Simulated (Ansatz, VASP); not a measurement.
# Si23H4O48: VASP beside Ansatz

```
Si O H
1.0
     9.83160    0.00000    0.00000
    -4.91580    8.51441    0.00000
     0.00000    0.00000   10.81820
Si O H
23 48 4
Cartesian
  2.6187 0.0083 1.7685
  -1.3010 2.3020 3.6317
  1.1100 2.0044 0.0011
  -2.2959 8.4953 7.1795
  8.4555 2.2679 9.0335
  1.1607 1.9456 5.4281
  0.1663 4.2805 1.8089
  6.0560 6.5358 3.6041
  -1.3042 6.2413 10.7820
  6.0521 6.5279 9.0085
  -1.3113 6.2633 5.3834
  7.5418 0.0366 1.8092
  3.5876 2.2741 3.5985
  6.0035 1.9755 0.0032
  7.5222 0.0105 7.2147
  3.5560 2.2628 9.0010
  6.0550 1.9907 5.4008
  5.0609 4.2643 1.8099
  1.1405 6.5592 3.5922
  3.6046 6.2743 0.0131
  5.0477 4.2535 7.2086
  1.1802 6.5494 8.9967
  3.5886 6.2623 5.4057
  -0.3396 1.7593 4.8275
  1.1130 3.1148 1.1890
  -0.7587 3.7016 3.0146
  1.6469 0.5951 0.5993
  2.1154 2.5070 4.2338
  3.5540 1.1785 2.3946
  -0.3884 1.7869 10.2309
  1.2584 2.9951 6.6710
  -0.7751 3.6528 8.4174
  1.6812 0.4890 5.9493
  2.0700 2.5188 9.6062
  3.5419 1.1618 7.8078
  -2.8046 6.0139 4.8015
  -1.3281 7.3940 1.1159
  -3.2266 7.9187 2.9590
  -0.7949 4.8520 0.6276
  -0.3512 6.8064 4.1821
  1.1203 5.4550 2.3964
  -2.7995 6.0025 10.1946
  -1.3057 7.3593 6.5885
  -3.2443 7.9187 8.3722
  -0.7779 4.8528 6.0088
  -0.3357 6.7013 9.5566
  1.3099 5.5210 7.7275
  4.5815 1.7426 4.7729
  5.9902 3.0897 1.1868
  4.1085 3.6883 2.9951
  6.5740 0.5885 0.6201
  7.0417 2.5475 4.2342
  8.4842 1.2054 2.4246
  4.5170 1.7422 10.2090
  5.9999 3.0845 6.6096
  4.0722 3.6809 8.3860
  6.5952 0.5883 6.0093
  6.9573 2.4923 9.6089
  8.4793 1.1633 7.8377
  2.1092 6.0271 4.7849
  3.5862 7.3948 1.1915
  1.6874 7.9663 2.9997
  4.1269 4.8655 0.6213
  4.5739 6.7870 4.2190
  6.0246 5.4119 2.4274
  2.1163 6.0368 10.2273
  3.5609 7.3612 6.6070
  1.6433 7.9978 8.4195
  4.1211 4.8526 6.0161
  4.5724 6.7827 9.6247
  6.0146 5.3940 7.8391
  1.9173 4.3491 7.8907
  0.5082 3.0321 7.3083
  0.1014 4.9807 6.4437
  -1.2142 4.0841 7.6480
```

Alike in both runs: task single point; functional PBE; k mesh 1 × 1 × 1; occupations gaussian, width 0.02 eV; no spin polarisation.

```csv
,VASP,Ansatz
version,VASP 6.6.1,Ansatz 0.2.0
potentials or method,"VASP PAW PBE potentials, release 64 (Si, O, H)","scalar-relativistic, plane waves, PAW"
plane-wave cutoff (eV),520,420
valence electrons in the cell,384,384
```

|  | VASP | Ansatz | Ansatz less VASP |
| --- | --- | --- | --- |
| gap on the k mesh at the Fermi level (eV) | 5.26 | 5.26 | +0.002 |
| least direct gap on the mesh (eV) | 5.26 | 5.26 | +0.002 |

The functional is the same, so the differences come from potentials, cutoffs and numerics.
